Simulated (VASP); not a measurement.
# O (C2/m) in VASP: further runs

O is run at these levels: PBEsol; tasks: single point.

Everything below comes from runs of VASP 6.6.1. Logs are shortened: lines on timing, memory, paths and dates and some standing lists are left out, and cuts for length are marked.

### 1 The cell of the first run

It takes space group C2/m (No. 12, monoclinic). The conventional cell has a = 5.703 Å, b = 3.325 Å, c = 4.302 Å, α = 90.00°, β = 123.82°, γ = 90.00°. O (site symmetry m) has 1 O at 1.20 Å within 1.6 Å.

### 2 Single point, PBEsol

File INCAR:

```
PREC = Accurate ; ENCUT = 520
EDIFF = 1E-6 ; ISMEAR = -1
SIGMA = 0.05 ; LREAL = False
LASPH = True ; NELM = 60
ALGO = Normal ; ISIF = 2
LWAVE = False ; LCHARG = False
GGA = PS ; NBANDS = 13
```

File KPOINTS:

```
Automatic mesh
0
Gamma
  8 8 6
```

File POSCAR:

```
O
1.0
    2.8514028533     -1.6624159400      0.0000000000
    2.8514028533      1.6624159400      0.0000000000
   -2.3944914034      0.0000000000      3.5741091788
O
2
Direct
    0.9745461700      0.9745461700      0.8444259800
    0.0254538300      0.0254538300      0.1555740200
```

Potentials or basis: VASP PAW PBE potentials, release 64 (O).

On the command line:

```
cat potpaw_PBE.64/O/POTCAR > POTCAR
mpirun -np 1 vasp_std > vasp.out
```

OUTCAR:

```text
PREC = Accurate
   ENCUT = 520
   EDIFF = 1E-6
   ISMEAR = -1
   LREAL = False
   LASPH = True
   NELM = 60
   ISIF = 2
   GGA = PS

 ion  position               nearest neighbor table
   1  0.975  0.975  0.844-   2 1.20
   2  0.025  0.025  0.156-   1 1.20

  LATTYP: Found a base centered monoclinic cell.
 ALAT       =     5.7028057066
 B/A-ratio  =     0.5830168607
 C/A-ratio  =     0.7543785953
 COS(beta)  =    -0.5565899361

  Lattice vectors:

 A1 = (   2.8514028533,  -1.6624159400,   0.0000000000)
 A2 = (   2.8514028533,   1.6624159400,   0.0000000000)
 A3 = (  -2.3944914034,   0.0000000000,   3.5741091788)

Analysis of symmetry for initial positions (statically):
=====================================================================
 Subroutine PRICEL returns:
 Original cell was already a primitive cell.

 Routine SETGRP: Setting up the symmetry group for a
 base centered monoclinic supercell.

 Subroutine GETGRP returns: Found  4 space group operations
 (whereof  4 operations were pure point group operations)
 out of a pool of  4 trial point group operations.

The static configuration has the point symmetry C_2h.

Analysis of symmetry for dynamics (positions and initial velocities):
=====================================================================
 Subroutine PRICEL returns:
 Original cell was already a primitive cell.

 Routine SETGRP: Setting up the symmetry group for a
 base centered monoclinic supercell.

 Subroutine GETGRP returns: Found  4 space group operations
 (whereof  4 operations were pure point group operations)
 out of a pool of  4 trial point group operations.

The dynamic configuration has the point symmetry C_2h.

 Subroutine INISYM returns: Found  4 space group operations
 (whereof  4 operations are pure point group operations),
 and found     1 'primitive' translations

----------------------------------------------------------------------------------------

                                     Primitive cell

  volume of cell :      33.8841

  direct lattice vectors                    reciprocal lattice vectors
     2.851402853 -1.662415940  0.000000000     0.175352283 -0.300767087  0.117478094
     2.851402853  1.662415940  0.000000000     0.175352283  0.300767087  0.117478094
    -2.394491403  0.000000000  3.574109179     0.000000000  0.000000000  0.279789998

  length of vectors
     3.300624939  3.300624939  4.302074558     0.367437568  0.367437568  0.279789998

  position of ions in fractional coordinates (direct lattice)
     0.974546170  0.974546170  0.844425980
     0.025453830  0.025453830  0.155574020

  ion indices of the primitive-cell ions
   primitive index   ion index
                 1           1
                 2           2

----------------------------------------------------------------------------------------

 KPOINTS: Automatic mesh

Automatic generation of k-mesh.
 Grid dimensions read from file:
 generate k-points for:    8    8    6

 Generating k-lattice:

  Cartesian coordinates                     Fractional coordinates (reciprocal lattice)
     0.021919035 -0.037595886  0.014684762     0.125000000  0.000000000  0.000000000
     0.021919035  0.037595886  0.014684762     0.000000000  0.125000000  0.000000000
     0.000000000  0.000000000  0.046631666     0.000000000  0.000000000  0.166666667

  Length of vectors
     0.045929696  0.045929696  0.046631666

  Shift w.r.t. Gamma in fractional coordinates (k-lattice)
     0.000000000  0.000000000  0.000000000

 Subroutine IBZKPT returns following result:
 ===========================================

 Found    114 irreducible k-points:

 Following reciprocal coordinates:
            Coordinates               Weight
  0.000000  0.000000  0.000000      1.000000
  0.125000 -0.000000  0.000000      4.000000
  0.250000 -0.000000  0.000000      4.000000
  0.375000  0.000000  0.000000      4.000000
  0.500000 -0.000000  0.000000      2.000000
  0.125000  0.125000  0.000000      2.000000
[... 16 lines left out ...]
  0.125000 -0.000000  0.166667      4.000000
  0.250000 -0.000000  0.166667      4.000000
 [... further k-points ...]
   k-points           NKPTS =    114   k-points in BZ     NKDIM =    114   number of bands    NBANDS=     13
   number of dos      NEDOS =    301   number of ions     NIONS =      2
   total plane-waves  NPLWV =  25088
   dimension x,y,z NGX =    28 NGY =   28 NGZ =   32
   dimension x,y,z NGXF=    56 NGYF=   56 NGZF=   64
   ions per type =               2
   NGX,Y,Z   is equivalent  to a cutoff of  14.10, 14.10, 12.37 a.u.
   NGXF,Y,Z  is equivalent  to a cutoff of  28.21, 28.21, 24.73 a.u.
 SYSTEM =  unknown system
   PREC   = accura    normal or accurate (medium, high low for compatibility)
   ISTART =      0    job   : 0-new  1-cont  2-samecut
   ICHARG =      2    charge: 1-file 2-atom 10-const
   ISPIN  =      1    spin polarized calculation?
   LNONCOLLINEAR =      F non collinear calculations
   LSORBIT =      F    spin-orbit coupling
   LASPH  =      T    aspherical Exc in radial PAW
   ENCUT  =  520.0 eV  38.22 Ry    6.18 a.u.   6.14  6.14  8.00*2*pi/ulx,y,z
   NELM   =     60;   NELMIN=  2; NELMDL= -5     # of ELM steps
   EDIFF  = 0.1E-05   stopping-criterion for ELM
   LREAL  =      F    real-space projection
   EDIFFG = 0.1E-04   stopping-criterion for IOM
   NSW    =      0    number of steps for IOM
   IBRION =     -1    ionic relax: 0-MD 1-quasi-New 2-CG
   NFREE  =      0    steps in history (QN), initial steepest desc. (CG)
   ISIF   =      2    stress and relaxation
   ISYM   =      2    0-nonsym 1-usesym 2-fastsym
   POTIM  = 0.5000    time-step for ionic-motion
   TEBEG  =    0.0;   TEEND  =   0.0 temperature during run
   PSTRESS=    0.0 pullay stress
   NELECT =      12.0000    total number of electrons
   NUPDOWN=      -1.0000    fix difference up-down
   EMIN   =  10.00;   EMAX   =-10.00  energy-range for DOS
   EFERMI =   0.00;   METHOD = LEGACY
   ISMEAR =    -1;   SIGMA  =   0.05  broadening in eV -4-tet -1-fermi 0-gaus
   EFERMI_NEDOS =   21; number of points for ismear=-14 and -15
   IALGO  =     38    algorithm
   IMIX   =      4    mixing-type and parameters
     AMIX     =   0.40;   BMIX     =  1.00
     AMIX_MAG =   1.60;   BMIX_MAG =  1.00
  volume/ion in A,a.u.               =      16.94       114.33
  Fermi-wavevector in a.u.,A,eV,Ry     =   1.158252  2.188780 18.252878  1.341549
  Thomas-Fermi vector in A             =   2.294856
   LORBIT       =      0    0 simple, 1 ext, 2 COOP (PROOUT), +10 PAW based schemes
   GGA     = PS    functional components
   LHFCALC =     F    Hartree Fock is set to
   AEXX    =    0.0000 exact exchange contribution
   IVDW    =     0    specifies the selected vdW correction
   LEPSILON=     F    determine dielectric tensor
   LRPA    =     F    only Hartree local field effects (RPA)
 non-spin polarized calculation
  energy-cutoff  :      520.00
  volume of cell :       33.88
 maximum number of plane-waves:       938
 NGX is ok and might be reduce to    28
   NGX = 13   NGY = 13   NGZ = 15

 number of electron      11.9999999 magnetization

 Free energy of the ion-electron system (eV)
  ---------------------------------------------------
  ext. energy  EPLUGINS =         0.00000000
  ---------------------------------------------------
  free energy    TOTEN  =        -9.48508794 eV

  energy without entropy =       -9.43564504  energy(sigma->0) =       -9.46036649

 E-fermi :  -1.5894     XC(G=0):  -7.5997

 val. band max:       -1.5903322355   @ k =   0.3750   0.2500   0.0000
 cond. band min:      -1.5892770545   @ k =  -0.1250  -0.3750   0.3333
 fundamental gap:      0.0010551810
 Fermi energy:        -1.5894487123

 k-point     1 :       0.0000    0.0000    0.0000
  band No.  band energies     occupation
      1     -28.7194      2.00000
      2     -15.2265      2.00000
      3      -9.6555      2.00000
      4      -8.2582      2.00000
      5      -8.2203      2.00000
      6      -1.7104      1.83639
      7      -1.4162      0.06063
      8       4.9715      0.00000
      9       9.4591      0.00000
     10      12.8165      0.00000
     11      13.9402      0.00000
     12      16.2539      0.00000
     13      17.3563      0.00000

 k-point     2 :       0.1250   -0.0000    0.0000
  band No.  band energies     occupation
      1     -28.7038      2.00000
      2     -15.2344      2.00000
      3      -9.6327      2.00000
      4      -8.3622      2.00000
      5      -8.2502      2.00000
      6      -1.6864      1.74846
      7      -1.4702      0.16862
      8       5.2963      0.00000
      9       9.4418      0.00000
     10      12.3958      0.00000
     11      14.3655      0.00000
     12      15.3685      0.00000
     13      16.8932      0.00000

 k-point     3 :       0.2500   -0.0000    0.0000
  band No.  band energies     occupation
      1     -28.6666      2.00000
      2     -15.2531      2.00000
      3      -9.5681      2.00000
      4      -8.6349      2.00000
      5      -8.3033      2.00000
      6      -1.7092      1.83293
      7      -1.5184      0.38921
      8       6.1707      0.00000
      9       9.3989      0.00000
     10      12.0188      0.00000
     11      12.8916      0.00000
     12      15.4793      0.00000
     13      16.2571      0.00000

 k-point     4 :       0.3750    0.0000    0.0000
  band No.  band energies     occupation
      1     -28.6290      2.00000
      2     -15.2708      2.00000
      3      -9.4623      2.00000
      4      -8.9427      2.00000
      5      -8.3545      2.00000
      6      -1.8328      1.98474
      7      -1.4606      0.14125
      8       7.3332      0.00000
      9       9.3629      0.00000
     10      10.7554      0.00000
     11      12.6848      0.00000
     12      14.3151      0.00000
     13      17.1135      0.00000

 k-point     5 :       0.5000   -0.0000    0.0000
  band No.  band energies     occupation
      1     -28.6137      2.00000
      2     -15.2779      2.00000
      3      -9.3613      2.00000
      4      -9.1258      2.00000
      5      -8.3756      2.00000
      6      -1.8897      1.99508
      7      -1.4287      0.07729
      8       8.1585      0.00000
      9       9.5356      0.00000
     10       9.5643      0.00000
     11      13.2989      0.00000
     12      13.5149      0.00000
     13      17.2994      0.00000
[... 257 lines left out ...]
 k-point    22 :       0.0000    0.0000    0.1667
  band No.  band energies     occupation
      1     -28.7100      2.00000
      2     -15.3640      2.00000
      3      -9.4181      2.00000
      4      -8.2786      2.00000
      5      -8.2417      2.00000
      6      -1.6501      1.54162
      7      -1.3772      0.02828
      8       4.9707      0.00000
      9       9.1442      0.00000
     10      10.9308      0.00000
     11      16.1028      0.00000
     12      16.7359      0.00000
     13      16.8809      0.00000

 k-point    23 :       0.1250   -0.0000    0.1667
  band No.  band energies     occupation
      1     -28.6915      2.00000
      2     -15.4087      2.00000
      3      -9.3492      2.00000
      4      -8.4080      2.00000
      5      -8.2636      2.00000
      6      -1.6160      1.25962
      7      -1.3732      0.02611
      8       5.4273      0.00000
      9       8.9314      0.00000
     10      10.5837      0.00000
     11      14.3634      0.00000
     12      16.9192      0.00000
     13      17.8769      0.00000

 k-point    24 :       0.2500   -0.0000    0.1667
  band No.  band energies     occupation
      1     -28.6550      2.00000
      2     -15.4142      2.00000
      3      -9.2810      2.00000
      4      -8.7010      2.00000
      5      -8.3192      2.00000
      6      -1.6819      1.72785
      7      -1.3907      0.03686
      8       6.3891      0.00000
      9       8.9581      0.00000
     10      10.6471      0.00000
     11      12.1172      0.00000
     12      16.8640      0.00000
     13      17.9648      0.00000

 [... further k-points ...]
[... 5 lines left out ...]
  --------------------------------------------------------------------------------------
  -------------------------------------------------------------------------------------
  Total        0.2907042     -0.8333871      1.5069523      0.0000000      0.0000000     -0.7914571
  in kB       13.7456677    -39.4059017     71.2547784      0.0000000      0.0000000    -37.4232842
  external PRESSURE =      15.1981815 kB  Pullay stress =       0.0000000 kB

 VOLUME and BASIS-vectors are now :
 -----------------------------------------------------------------------------
  energy-cutoff  :      520.00
  volume of cell :       33.88
      direct lattice vectors                 reciprocal lattice vectors
     2.851402853 -1.662415940  0.000000000     0.175352283 -0.300767087  0.117478094
     2.851402853  1.662415940  0.000000000     0.175352283  0.300767087  0.117478094
    -2.394491403  0.000000000  3.574109179     0.000000000  0.000000000  0.279789998

 POSITION                                       TOTAL-FORCE (eV/Angst)
 -----------------------------------------------------------------------------------
      3.53568      0.00000      3.01807         0.710470      0.000000     -2.027616
     -0.22736      0.00000      0.55604        -0.710470      0.000000      2.027616
 -----------------------------------------------------------------------------------
    total drift:                                0.000000      0.000000      0.000000

  FREE ENERGIE OF THE ION-ELECTRON SYSTEM (eV)
  ---------------------------------------------------
  free  energy   TOTEN  =        -9.4850879396 eV

  energy  without entropy=       -9.4356450401  energy(sigma->0) =       -9.46036649
```

Run time: 19 s. Hardware: 1 thread of Intel Xeon 6975P-C (Granite Rapids), shared host; peak memory 0.17 GiB.

What came out:

- Free energy: -9.4851 eV
- Pressure: 1.5 GPa
- Largest force: 2.148 eV/Å
- Band gap on the k mesh: zero (bands 6 and 7 overlap by 0.33 eV)

Forces on the atoms (eV/Å):
```
O    0.710  0.000 -2.028
O   -0.710  0.000  2.028
```

Caveat: the standard files for N, O and F lose accuracy on very short bonds; spin is off for a triplet molecule; this functional lacks dispersion, which holds the molecules together, so the pressure and a relaxed volume are unreliable; the PAW data sets were made with another functional, which shifts forces and pressure a little.

### 3 Single point, PBEsol

This run uses another cell than the first one, of 17.11 Å³/atom.

File INCAR:

```
PREC = Accurate
ENCUT = 520
EDIFF = 1E-6
ISMEAR = -1
SIGMA = 0.05
LREAL = F
LASPH = T
NELM = 100
ALGO = Normal
ISIF = 2
LWAVE = F
LCHARG = F
GGA = PS
NBANDS = 13
```

File KPOINTS:

```
regular mesh
0
Gamma
  8 8 6
```

POSCAR: that of step 2 with these lines changed.

```diff
@@ -4,3 +4,3 @@
     2.8514028533      1.6624159400      0.0000000000
-   -2.3944914034      0.0000000000      3.5741091788
+   -2.3944914034      0.0000000000      3.6105796806
 O
```

Potentials or basis: VASP PAW PBE potentials, release 64 (O).

On the command line:

```
cat potpaw_PBE.64/O/POTCAR > POTCAR
mpirun -np 1 vasp_std > vasp.out
```

Run time: 18 s. Hardware: 1 thread of Intel Xeon 6975P-C (Granite Rapids), shared host; peak memory 0.17 GiB.

The run converged. Its results:

```
Free energy            : -9.4967 eV
Pressure               : -0.1 GPa
Largest force          : 1.247 eV/Å
Band gap on the k mesh : zero (bands 6 and 7 overlap by 0.33 eV)
```

Forces in eV/Å, atoms in the order of the input:
```
O    0.342  0.000 -1.200
O   -0.342  0.000  1.200
```

Stress tensor (GPa, compression positive):
```
 0.51  0.00 -1.80
 0.00 -3.91  0.00
-1.80  0.00  2.98
```

Levels at points of the mesh, in eV from the Fermi level:
| k point | band 3 | band 4 | band 5 | band 6 | band 7 | band 8 | band 9 | band 10 |
| --- | --- | --- | --- | --- | --- | --- | --- | --- |
| (0.00, 0.00, 0.00) | -7.94 | -6.48 | -6.44 | -0.11 | 0.18 | 6.61 | 10.73 | 14.30 |
| (0.50, 0.00, 0.00) | -7.59 | -7.42 | -6.60 | -0.29 | 0.14 | 9.77 | 10.90 | 11.17 |
| (0.50, 0.50, 0.00) | -7.49 | -7.19 | -6.82 | 0.00 | 0.38 | 9.98 | 10.48 | 11.43 |
| (0.00, 0.00, 0.50) | -7.00 | -6.57 | -6.56 | 0.13 | 0.32 | 6.93 | 8.16 | 12.10 |
| (0.50, 0.00, 0.50) | -7.36 | -7.04 | -6.75 | -0.59 | 0.15 | 8.51 | 10.58 | 12.43 |
| (0.50, 0.50, 0.50) | -7.36 | -7.27 | -6.70 | -0.31 | 0.05 | 8.15 | 10.59 | 11.81 |

Caveat: the standard files for N, O and F lose accuracy on very short bonds; spin is off for a triplet molecule; this functional lacks dispersion, which holds the molecules together, so the pressure and a relaxed volume are unreliable; the PAW data sets were made with another functional, which shifts forces and pressure a little.
